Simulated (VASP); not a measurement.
# BN (P1) in VASP: notebook

BN is run at these levels: PBE; tasks: single point.

All numbers are computed with VASP 6.6.1; they aren't measurements. Logs are shortened: lines on timing, memory, paths and dates and some standing lists are left out, and cuts for length are marked.

## Step 1: The cell of the first run

The typed cell holds 4 atoms: a = 2.598 Å, b = 2.632 Å, c = 4.538 Å, α = 73.15°, β = 72.01°, γ = 59.57°.

## Step 2: Single point, PBE

INCAR

```
SYSTEM = BN
  PREC = Accurate
  ENCUT = 520
  EDIFF = 1E-7
  ISMEAR = 0
  SIGMA = 0.05
  LREAL = .FALSE.
  LASPH = .TRUE.
  NELM = 60
  ALGO = Normal
  ISIF = 2
  LWAVE = .FALSE.
  LCHARG = .FALSE.
  GGA = PE
  NBANDS = 16
```

KPOINTS

```
Automatic mesh
0
G
  6 6 6
  0 0 0
```

POSCAR

```
BN
1.0
    0.0000000000     -1.8123937734     -1.8607846871
   -1.8607846871      0.0000000000     -1.8607846871
    1.8607846871      1.8123937734     -3.7215693743
B N
2 2
Direct
   -0.0015993670      0.0071310777      0.0000000000
    0.5015993670      0.4928689223      0.5000000000
    0.3733632633      0.3822976976      0.8750000000
    0.8766367367      0.8677023024      0.3750000000
```

Potentials or basis: VASP PAW PBE potentials, release 64 (B, N).

The run is started by

```
$ cat potpaw_PBE.64/B/POTCAR potpaw_PBE.64/N/POTCAR > POTCAR
$ mpirun -np 1 vasp_std > vasp.out
```

OUTCAR:

```text
SYSTEM = BN
   PREC = Accurate
   ENCUT = 520
   EDIFF = 1E-7
   ISMEAR = 0
   LREAL = .FALSE.
   LASPH = .TRUE.
   NELM = 60
   ISIF = 2
   GGA = PE

 ion  position               nearest neighbor table
   1  0.998  0.007  0.000-   3 1.60   3 1.60   3 1.60   4 1.60
   2  0.502  0.493  0.500-   4 1.60   4 1.60   3 1.60   4 1.60
   3  0.373  0.382  0.875-   1 1.60   1 1.60   2 1.60   1 1.60
   4  0.877  0.868  0.375-   2 1.60   2 1.60   2 1.60   1 1.60

  LATTYP: Found a base centered monoclinic cell.
 ALAT       =     4.4792995058
 B/A-ratio  =     0.5874907310
 C/A-ratio  =     1.0000000000
 COS(beta)  =    -0.3097092819

  Lattice vectors:

 A1 = (   1.8607846871,  -1.8123937734,   0.0000000000)
 A2 = (   0.0000000000,  -1.8123937734,  -1.8607846871)
 A3 = (   1.8607846871,   3.6247875468,  -1.8607846872)

Analysis of symmetry for initial positions (statically):
=====================================================================
 Subroutine PRICEL returns:
 Original cell was already a primitive cell.

 Routine SETGRP: Setting up the symmetry group for a
 base centered monoclinic supercell.

 Subroutine GETGRP returns: Found  1 space group operations
 (whereof  1 operations were pure point group operations)
 out of a pool of  4 trial point group operations.

The static configuration has the point symmetry C_1 .

Analysis of symmetry for dynamics (positions and initial velocities):
=====================================================================
 Subroutine PRICEL returns:
 Original cell was already a primitive cell.

 Routine SETGRP: Setting up the symmetry group for a
 base centered monoclinic supercell.

 Subroutine GETGRP returns: Found  1 space group operations
 (whereof  1 operations were pure point group operations)
 out of a pool of  4 trial point group operations.

The dynamic configuration has the point symmetry C_1 .

 Subroutine INISYM returns: Found  1 space group operations
 (whereof  1 operations are pure point group operations),
 and found     1 'primitive' translations

----------------------------------------------------------------------------------------

                                     Primitive cell

  volume of cell :      25.1018

  direct lattice vectors                    reciprocal lattice vectors
     0.000000000 -1.812393773 -1.860784687     0.134351922 -0.413817356 -0.134351922
    -1.860784687  0.000000000 -1.860784687    -0.403055767  0.137939119 -0.134351922
     1.860784687  1.812393773 -3.721569374     0.134351922  0.137939119 -0.134351922

  length of vectors
     2.597554781  2.631546941  4.538432488     0.455352262  0.446689592  0.234793694

  position of ions in fractional coordinates (direct lattice)
     0.998400633  0.007131078  0.000000000
     0.501599367  0.492868922  0.500000000
     0.373363263  0.382297698  0.875000000
     0.876636737  0.867702302  0.375000000

  ion indices of the primitive-cell ions
   primitive index   ion index
                 1           1
                 2           2
                 3           3
                 4           4

----------------------------------------------------------------------------------------

 KPOINTS: Automatic mesh

Automatic generation of k-mesh.
 Grid dimensions read from file:
 generate k-points for:    6    6    6

 Generating k-lattice:

  Cartesian coordinates                     Fractional coordinates (reciprocal lattice)
     0.022391987 -0.068969559 -0.022391987     0.166666667  0.000000000  0.000000000
    -0.067175961  0.022989853 -0.022391987     0.000000000  0.166666667  0.000000000
     0.022391987  0.022989853 -0.022391987     0.000000000  0.000000000  0.166666667

  Length of vectors
     0.075892044  0.074448265  0.039132282

  Shift w.r.t. Gamma in fractional coordinates (k-lattice)
     0.000000000  0.000000000  0.000000000

 Subroutine IBZKPT returns following result:
 ===========================================

 Found    112 irreducible k-points:

 Following reciprocal coordinates:
            Coordinates               Weight
  0.000000  0.000000  0.000000      1.000000
  0.166667  0.000000 -0.000000      2.000000
  0.333333  0.000000  0.000000      2.000000
  0.500000  0.000000  0.000000      1.000000
 -0.000000  0.166667  0.000000      2.000000
  0.166667  0.166667  0.166667      2.000000
[... 16 lines left out ...]
  0.500000  0.333333  0.000000      2.000000
 -0.166667  0.333333  0.333333      2.000000
 [... further k-points ...]
   k-points           NKPTS =    112   k-points in BZ     NKDIM =    112   number of bands    NBANDS=     16
   number of dos      NEDOS =    301   number of ions     NIONS =      4
   total plane-waves  NPLWV =  14400
   dimension x,y,z NGX =    20 NGY =   20 NGZ =   36
   dimension x,y,z NGXF=    40 NGYF=   40 NGZF=   72
   ions per type =               2   2
   NGX,Y,Z   is equivalent  to a cutoff of  12.80, 12.63, 13.19 a.u.
   NGXF,Y,Z  is equivalent  to a cutoff of  25.60, 25.27, 26.37 a.u.
 SYSTEM =  BN
   PREC   = accura    normal or accurate (medium, high low for compatibility)
   ISTART =      0    job   : 0-new  1-cont  2-samecut
   ICHARG =      2    charge: 1-file 2-atom 10-const
   ISPIN  =      1    spin polarized calculation?
   LNONCOLLINEAR =      F non collinear calculations
   LSORBIT =      F    spin-orbit coupling
   LASPH  =      T    aspherical Exc in radial PAW
   ENCUT  =  520.0 eV  38.22 Ry    6.18 a.u.   4.83  4.89  8.44*2*pi/ulx,y,z
   NELM   =     60;   NELMIN=  2; NELMDL= -5     # of ELM steps
   EDIFF  = 0.1E-06   stopping-criterion for ELM
   LREAL  =      F    real-space projection
   EDIFFG = 0.1E-05   stopping-criterion for IOM
   NSW    =      0    number of steps for IOM
   IBRION =     -1    ionic relax: 0-MD 1-quasi-New 2-CG
   NFREE  =      0    steps in history (QN), initial steepest desc. (CG)
   ISIF   =      2    stress and relaxation
   ISYM   =      2    0-nonsym 1-usesym 2-fastsym
   POTIM  = 0.5000    time-step for ionic-motion
   TEBEG  =    0.0;   TEEND  =   0.0 temperature during run
   PSTRESS=    0.0 pullay stress
   NELECT =      16.0000    total number of electrons
   NUPDOWN=      -1.0000    fix difference up-down
   EMIN   =  10.00;   EMAX   =-10.00  energy-range for DOS
   EFERMI =   0.00;   METHOD = LEGACY
   ISMEAR =     0;   SIGMA  =   0.05  broadening in eV -4-tet -1-fermi 0-gaus
   EFERMI_NEDOS =   21; number of points for ismear=-14 and -15
   IALGO  =     38    algorithm
   IMIX   =      4    mixing-type and parameters
     AMIX     =   0.40;   BMIX     =  1.00
     AMIX_MAG =   1.60;   BMIX_MAG =  1.00
  volume/ion in A,a.u.               =       6.28        42.35
  Fermi-wavevector in a.u.,A,eV,Ry     =   1.408899  2.662433 27.007519  1.984997
  Thomas-Fermi vector in A             =   2.531010
   LORBIT       =      0    0 simple, 1 ext, 2 COOP (PROOUT), +10 PAW based schemes
   GGA     = PE    functional components
   LHFCALC =     F    Hartree Fock is set to
   AEXX    =    0.0000 exact exchange contribution
   IVDW    =     0    specifies the selected vdW correction
   LEPSILON=     F    determine dielectric tensor
   LRPA    =     F    only Hartree local field effects (RPA)
 non-spin polarized calculation
 Gauss-broadening in eV      SIGMA  =   0.05
  energy-cutoff  :      520.00
  volume of cell :       25.10
 maximum number of plane-waves:       689
   NGX =  9   NGY =  9   NGZ = 17

 number of electron      16.0000000 magnetization

 Free energy of the ion-electron system (eV)
  ---------------------------------------------------
  ext. energy  EPLUGINS =         0.00000000
  ---------------------------------------------------
  free energy    TOTEN  =       -34.80008807 eV

  energy without entropy =      -34.80008807  energy(sigma->0) =      -34.80008807

 E-fermi :   7.0870     XC(G=0): -12.5250

 val. band max:        6.8362912970   @ k =   0.0000   0.0000   0.0000
 cond. band min:      10.7904185897   @ k =   0.5000   0.0000   0.5000
 fundamental gap:      3.9541272927
 Fermi energy:         7.0869856312

 k-point     1 :       0.0000    0.0000    0.0000
  band No.  band energies     occupation
      1     -12.8808      2.00000
      2      -8.9451      2.00000
      3      -3.4683      2.00000
      4       4.6627      2.00000
      5       5.0344      2.00000
      6       6.5918      2.00000
[... 8 lines left out ...]
     15      17.3161      0.00000
     16      21.3142      0.00000

 k-point     2 :       0.1667    0.0000   -0.0000
  band No.  band energies     occupation
      1     -12.2801      2.00000
      2      -8.6058      2.00000
      3      -2.7793      2.00000
      4       2.9650      2.00000
      5       4.0559      2.00000
      6       4.4503      2.00000
[... 8 lines left out ...]
     15      18.4088      0.00000
     16      21.6006      0.00000

 k-point     3 :       0.3333    0.0000    0.0000
  band No.  band energies     occupation
      1     -10.5848      2.00000
      2      -7.8733      2.00000
      3      -1.2584      2.00000
      4      -0.1161      2.00000
      5       0.7958      2.00000
      6       3.1723      2.00000
[... 8 lines left out ...]
     15      20.6342      0.00000
     16      21.8968      0.00000

 k-point     4 :       0.5000    0.0000    0.0000
  band No.  band energies     occupation
      1      -8.4381      2.00000
      2      -8.4138      2.00000
      3      -1.6989      2.00000
      4      -1.6866      2.00000
      5       1.9498      2.00000
      6       1.9726      2.00000
[... 8 lines left out ...]
     15      20.5915      0.00000
     16      20.6377      0.00000

 k-point     5 :      -0.0000    0.1667    0.0000
  band No.  band energies     occupation
      1     -12.3038      2.00000
      2      -8.6006      2.00000
      3      -2.8271      2.00000
      4       2.6398      2.00000
      5       4.3713      2.00000
      6       4.4539      2.00000
[... 8 lines left out ...]
     15      18.6658      0.00000
     16      21.5648      0.00000

 k-point     6 :       0.1667    0.1667    0.1667
  band No.  band energies     occupation
      1     -12.3037      2.00000
      2      -8.6007      2.00000
      3      -2.8271      2.00000
      4       2.6399      2.00000
      5       4.3706      2.00000
      6       4.4547      2.00000
[... 8 lines left out ...]
     15      18.6688      0.00000
     16      21.5659      0.00000

 k-point     7 :       0.1667    0.1667    0.0000
  band No.  band energies     occupation
      1     -12.2441      2.00000
      2      -8.7892      2.00000
      3      -2.5520      2.00000
      4       3.0102      2.00000
      5       3.7829      2.00000
      6       4.0810      2.00000
[... 8 lines left out ...]
     15      19.0110      0.00000
     16      21.1185      0.00000

 k-point     8 :      -0.0000    0.1667    0.1667
  band No.  band energies     occupation
      1     -12.2441      2.00000
      2      -8.7892      2.00000
      3      -2.5519      2.00000
      4       3.0099      2.00000
      5       3.7838      2.00000
      6       4.0798      2.00000
[... 8 lines left out ...]
     15      19.0078      0.00000
     16      21.1199      0.00000

 k-point     9 :       0.3333    0.1667    0.0000
  band No.  band energies     occupation
      1     -11.0407      2.00000
      2      -8.3020      2.00000
      3      -1.2996      2.00000
      4       1.1298      2.00000
      5       1.4470      2.00000
      6       2.6232      2.00000
[... 8 lines left out ...]
     15      19.9847      0.00000
     16      22.3322      0.00000
[... 172 lines left out ...]
 k-point    19 :       0.1667    0.3333    0.0000
  band No.  band energies     occupation
      1     -11.1058      2.00000
      2      -8.3031      2.00000
      3      -1.3915      2.00000
      4       0.9463      2.00000
      5       1.5466      2.00000
      6       2.7338      2.00000
[... 8 lines left out ...]
     15      20.0677      0.00000
     16      21.8879      0.00000

 k-point    20 :       0.1667    0.3333    0.3333
  band No.  band energies     occupation
      1     -11.1057      2.00000
      2      -8.3032      2.00000
      3      -1.3912      2.00000
      4       0.9463      2.00000
      5       1.5469      2.00000
      6       2.7326      2.00000
[... 8 lines left out ...]
     15      20.0730      0.00000
     16      21.8890      0.00000

 k-point    21 :       0.3333    0.3333    0.0000
  band No.  band energies     occupation
      1     -10.4878      2.00000
      2      -8.2296      2.00000
      3      -1.1803      2.00000
      4      -0.8356      2.00000
      5       1.1016      2.00000
      6       2.7305      2.00000
[... 8 lines left out ...]
     15      21.7956      0.00000
     16      22.3953      0.00000

 k-point    22 :       0.0000    0.3333    0.3333
  band No.  band energies     occupation
      1     -10.4877      2.00000
      2      -8.2297      2.00000
      3      -1.1810      2.00000
      4      -0.8346      2.00000
      5       1.1014      2.00000
      6       2.7295      2.00000
[... 8 lines left out ...]
     15      21.7938      0.00000
     16      22.3951      0.00000

 k-point    23 :       0.5000    0.3333    0.0000
  band No.  band energies     occupation
      1      -9.0907      2.00000
      2      -7.7547      2.00000
      3      -2.3392      2.00000
      4      -1.4253      2.00000
      5       0.8099      2.00000
      6       2.1432      2.00000
[... 8 lines left out ...]
     15      21.4368      0.00000
     16      23.1050      0.00000

 k-point    24 :      -0.1667    0.3333    0.3333
  band No.  band energies     occupation
      1      -9.0905      2.00000
      2      -7.7549      2.00000
      3      -2.3392      2.00000
      4      -1.4252      2.00000
      5       0.8095      2.00000
      6       2.1439      2.00000
[... 8 lines left out ...]
     15      21.4315      0.00000
     16      23.1055      0.00000

 [... further k-points ...]
[... 5 lines left out ...]
  --------------------------------------------------------------------------------------
  -------------------------------------------------------------------------------------
  Total       -3.5502030     -1.2234207     -3.5431879     -0.0019825      0.0035553     -0.0009914
  in kB     -226.5995137    -78.0875144   -226.1517573     -0.1265384      0.2269254     -0.0632790
  external PRESSURE =    -176.9462618 kB  Pullay stress =       0.0000000 kB

 VOLUME and BASIS-vectors are now :
 -----------------------------------------------------------------------------
  energy-cutoff  :      520.00
  volume of cell :       25.10
      direct lattice vectors                 reciprocal lattice vectors
     0.000000000 -1.812393773 -1.860784687     0.134351922 -0.413817356 -0.134351922
    -1.860784687  0.000000000 -1.860784687    -0.403055767  0.137939119 -0.134351922
     1.860784687  1.812393773 -3.721569374     0.134351922  0.137939119 -0.134351922

 POSITION                                       TOTAL-FORCE (eV/Angst)
 -----------------------------------------------------------------------------------
     -0.01327     -1.80950     -1.87108         0.119734     -0.027220      0.096597
      0.01327     -0.00290     -3.71128        -0.124286      0.024634     -0.092653
      0.91681      0.90916     -4.66250         0.164061     -0.032035      0.126185
     -0.91681     -0.90916     -4.64143        -0.159508      0.034621     -0.130129
 -----------------------------------------------------------------------------------
    total drift:                               -0.000038     -0.000061      0.000040

  FREE ENERGIE OF THE ION-ELECTRON SYSTEM (eV)
  ---------------------------------------------------
  free  energy   TOTEN  =       -34.8000880694 eV

  energy  without entropy=      -34.8000880694  energy(sigma->0) =      -34.80008807
```

Wall time 17 s (1 thread of Intel Xeon 6975P-C (Granite Rapids), shared host); peak memory 0.15 GiB.

Results:

* Free energy: -34.8001 eV
* Pressure: -17.7 GPa
* Largest force: 0.209 eV/Å
* Band gap on the k mesh: 3.95 eV

Forces in eV/Å, atoms in the order of the input:
```
B    0.120 -0.027  0.097
B   -0.124  0.025 -0.093
N    0.164 -0.032  0.126
N   -0.160  0.035 -0.130
```

Caveat: the k points lie up to 0.48 Å⁻¹ apart.

## Step 3: Single point, PBE

INCAR

```
SYSTEM = BN
PREC = Accurate ; ENCUT = 520
EDIFF = 1E-7 ; ISMEAR = 0
SIGMA = 0.05 ; LREAL = .FALSE.
LASPH = .TRUE. ; NELM = 80
ALGO = Normal ; ISIF = 2
LWAVE = .FALSE. ; LCHARG = .TRUE.
GGA = PE ; LELF = .TRUE.
LVHAR = .TRUE. ; NBANDS = 16
```

KPOINTS is that of step 2.

POSCAR

```
BN
1.0
    0.0000000000     -1.8123937734     -1.8607846871
   -1.8607846871      0.0000000000     -1.8607846871
    1.8607846871      1.8123937734     -3.7215693743
B N
2 2
Direct
   -0.0031987340      0.0142621553      0.0000000000
    0.5031987340      0.4857378447      0.5000000000
    0.3717265265      0.3895953952      0.8750000000
    0.8782734735      0.8604046048      0.3750000000
```

Potentials or basis: VASP PAW PBE potentials, release 64 (B, N).

The run is started by

```
$ cat potpaw_PBE.64/B/POTCAR potpaw_PBE.64/N/POTCAR > POTCAR
$ mpirun -np 1 vasp_std > vasp.out
```

Run time: 17 s. Hardware: 1 thread of Intel Xeon 6975P-C (Granite Rapids), shared host; peak memory 0.15 GiB.

Results (log left out):

- Free energy: -34.7811 eV
- Pressure: -17.7 GPa
- Largest force: 0.420 eV/Å
- Band gap on the k mesh: 3.95 eV

Forces in eV/Å, atoms in the order of the input:
```
B    0.240 -0.052  0.192
B   -0.248  0.051 -0.186
N    0.328 -0.067  0.254
N   -0.320  0.067 -0.259
```

Stress tensor (GPa, compression positive):
```
-22.83   0.06  -0.12
  0.06  -7.67  -0.02
 -0.12  -0.02 -22.65
```

Levels at points of the mesh, in eV from the valence-band top:
| k point | band 4 | band 5 | band 6 | band 7 | band 8 | band 9 | band 10 | band 11 | band 12 | band 13 |
| --- | --- | --- | --- | --- | --- | --- | --- | --- | --- | --- |
| (0.00, 0.00, 0.00) | -2.17 | -1.80 | -0.26 | -0.24 | 0.00 | 8.25 | 8.37 | 8.42 | 9.11 | 9.17 |
| (0.50, 0.00, 0.00) | -8.52 | -4.91 | -4.86 | -3.79 | -3.79 | 6.85 | 6.88 | 11.86 | 12.04 | 13.53 |
| (0.00, 0.50, 0.00) | -8.43 | -5.25 | -5.03 | -3.50 | -3.48 | 7.23 | 7.34 | 12.04 | 12.74 | 13.19 |
| (0.50, 0.50, 0.50) | -8.44 | -5.23 | -5.07 | -3.49 | -3.48 | 7.24 | 7.33 | 12.13 | 12.59 | 13.26 |
| (0.50, 0.50, 0.00) | -8.82 | -4.66 | -4.66 | -2.17 | -1.81 | 4.37 | 8.90 | 9.05 | 10.06 | 10.49 |
| (0.00, 0.50, 0.50) | -8.82 | -4.66 | -4.65 | -2.17 | -1.81 | 4.36 | 8.87 | 9.05 | 10.07 | 10.49 |
| (0.00, 0.00, 0.50) | -5.40 | -1.39 | -1.36 | -1.08 | -1.06 | 8.66 | 8.72 | 9.74 | 9.79 | 9.96 |
| (0.50, 0.00, 0.50) | -8.45 | -5.00 | -4.99 | -2.20 | -1.79 | 3.95 | 8.33 | 9.03 | 10.06 | 10.47 |

Caveat: the k points lie up to 0.48 Å⁻¹ apart. A k mesh can miss the band edges.
